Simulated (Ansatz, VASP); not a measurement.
One calculation of BP, two programs

The input POSCAR:

```
BP
1.0
    0.0000000000      2.2342909487      2.2342909487
    2.2342909487      0.0000000000      2.2342909487
    2.2342909487      2.2342909487      0.0000000000
B P
1 1
Direct
    0.0000000000      0.0000000000      0.0000000000
    0.2500000000      0.2500000000      0.2500000000
```

INCAR.step1

```
  PREC = Accurate
  ENCUT = 520
  EDIFF = 1E-5
  ISMEAR = 0
  SIGMA = 0.01
  LREAL = False
  LASPH = True
  NELM = 80
  ALGO = Normal
  ISIF = 2
  LWAVE = True
  LCHARG = False
  GGA = PE
  NBANDS = 11
```

Contents of INCAR.step2:

```
  PREC = Accurate
  ENCUT = 520
  EDIFF = 1E-7
  ISMEAR = 0
  SIGMA = 0.01
  LREAL = False
  LASPH = True
  NELM = 80
  ALGO = Normal
  ISIF = 2
  LWAVE = False
  LCHARG = False
  GGA = PE
  LHFCALC = True
  HFSCREEN = 0.2079
  PRECFOCK = Normal
  ISTART = 1
  NBANDS = 11
```

Contents of KPOINTS:

```
Automatic mesh
0
Gamma
  6 6 6
```

Input for Ansatz:

```yaml
crystal:
  lattice:
    - [0.0, 2.2342909487, 2.2342909487]
    - [2.2342909487, 0.0, 2.2342909487]
    - [2.2342909487, 2.2342909487, 0.0]
  atoms:
    - { symbol: B, position: [0.0, 0.0, 0.0] }
    - { symbol: P, position: [0.25, 0.25, 0.25] }
kpoints:
  mp_grid: { grid: [6, 6, 6] }
  band_path:
    path:
      - [0.0, 0.0, 0.0]
      - [-0.5, -0.5, 0.0]
      - [-0.375, -0.375, 0.25]
      - [-0.375, 0.0, 0.375]
      - [0.0, 0.0, 0.5]
      - [-0.5, -0.25, 0.25]
      - [0.0, 0.419271, 0.419271]
    npoints: 1
hamiltonian:
  xc: hse06
scf:
  occupations: { method: fixed }
  n_extra_bands: 4
output:
  forces: true
  stress: true
  eigenvalues: true
  write_density: true
  write_potential: true
  elf: true
  volumetric_format: npy
```

Change from the starting cell: hydrostatic strain -1.5%.

Alike in both runs: task single point; functional HSE06; k mesh 6 × 6 × 6; no spin polarisation.

|  | VASP | Ansatz |
| --- | --- | --- |
| version | VASP 6.6.1 | Ansatz 0.2.0 |
| potentials or method | VASP PAW PBE potentials, release 64 (B, P) | plane waves, PAW |
| plane-wave cutoff (eV) | 520 | 420 |
| occupations | gaussian, width 0.01 eV | fixed |
| valence electrons in the cell | 8 | 8 |

Ansatz gave:

* gap on the k mesh at the Fermi level (eV): 1.97
* pressure (GPa): 7.0

Question: Estimate VASP's values.

Answer: gap on the k mesh at the Fermi level (eV): 1.97; pressure (GPa): 6.4.

Ansatz's warnings: stress exchange threshold loose, stress scf threshold loose.
